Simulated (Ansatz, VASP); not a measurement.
AlN: VASP beside Ansatz

File INCAR:

```
PREC = Accurate ; ENCUT = 520
EDIFF = 1E-7 ; ISMEAR = 0
SIGMA = 0.05 ; LREAL = False
LASPH = True ; NELM = 80
ALGO = Normal ; ISIF = 2
LWAVE = False ; LCHARG = False
GGA = RE ; NBANDS = 11
```

The input KPOINTS:

```
Automatic mesh
0
Gamma
  10 10 10
```

Contents of POSCAR:

```
AlN
1.0
    0.0000000000      2.0444952668      2.0444952668
    2.0444952668      0.0000000000      2.0444952668
    2.0444952668      2.0444952668      0.0000000000
Al N
1 1
Direct
    0.0000000000      0.0000000000      0.0000000000
    0.5000000000      0.5000000000      0.5000000000
```

Input for Ansatz:

```yaml
crystal:
  lattice:
    - [0.0, 2.0444952668, 2.0444952668]
    - [2.0444952668, 0.0, 2.0444952668]
    - [2.0444952668, 2.0444952668, 0.0]
  atoms:
    - { symbol: Al, position: [0.0, 0.0, 0.0] }
    - { symbol: "N", position: [0.5, 0.5, 0.5] }
basis:
  ecutwfc: 420
  ecutrho_ratio: 4
kpoints:
  mp_grid: { grid: [10, 10, 10] }
hamiltonian:
  xc: revpbe
scf:
  occupations: { method: gaussian, width: 0.05 }
output:
  forces: true
  stress: true
  eigenvalues: true
```

Alike in both runs: task single point; functional revPBE; k mesh 10 × 10 × 10; occupations gaussian, width 0.05 eV; no spin polarisation.

|  | VASP | Ansatz |
| --- | --- | --- |
| version | VASP 6.6.1 | Ansatz 0.2.0 |
| potentials or method | VASP PAW PBE potentials, release 64 (Al, N), cutoff 520 eV | scalar-relativistic, plane waves, PAW |
| valence electrons in the cell | 8 | 8 |

VASP gave:

| Item | Value |
| --- | --- |
| gap on the k mesh at the Fermi level (eV) | 4.38 |
| least direct gap on the mesh (eV) | 5.22 |
| pressure (GPa) | -0.5 |

Estimate Ansatz's values.

gap on the k mesh at the Fermi level (eV): 4.40; least direct gap on the mesh (eV): 5.21; pressure (GPa): 0.1.

VASP's potentials were made for PBE, not for revPBE. The functional is the same, so the differences come from potentials, cutoffs and numerics.
